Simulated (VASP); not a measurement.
ZnO: single point with r2SCAN

The system is ZnO.

```xyz
2
Lattice="0.0000 2.2021 2.0594 2.2021 0.0000 2.0594 2.2021 2.2021 0.0000" Properties=species:S:1:pos:R:3 pbc="T T T"
Zn    0.0000    0.0000    0.0000
O     2.2021    2.2021    2.0594
```

This cell differs from its parent crystal: epitaxial xy strain +3.2%.

* Program: VASP 6.6.1
* Task: single point
* Functional: r2SCAN
* Potentials or basis: VASP PAW PBE potentials, release 64 (Zn, O)
* Cutoff: 520 eV
* k mesh: 10 × 10 × 10
* Occupations: gaussian, width 0.01 eV
* Spin: no spin polarisation

* Pressure: -2.3 GPa
* Band gap on the k mesh: 1.27 eV, indirect (least direct gap 2.69 eV)

Stress tensor (GPa, compression positive):
```
-4.38  0.00  0.00
 0.00 -4.38  0.00
 0.00  0.00  1.77
```

Levels at points of the mesh, in eV from the valence-band top:
```csv
k point,band 7,band 8,band 9,band 10,band 11,band 12
"(0.00, 0.00, 0.00)",-1.79,-1.42,-1.42,1.27,18.42,18.42
"(0.50, 0.00, 0.00)",-3.79,-0.37,0.00,5.93,9.65,12.76
"(0.50, 0.50, 0.00)",-4.20,-3.10,-3.10,4.74,11.15,11.99
"(0.50, 0.00, 0.50)",-4.31,-3.18,-2.55,4.77,11.00,12.03
```

Run time: 83 s on 1 thread of Intel Xeon 6975P-C, with other jobs on the host, peak memory 0.17 GiB.

Caveat: the cell differs from its parent crystal (epitaxial xy strain +3.2%); the PAW data sets were made with another functional, which shifts forces and pressure a little. A k mesh can miss the band edges.
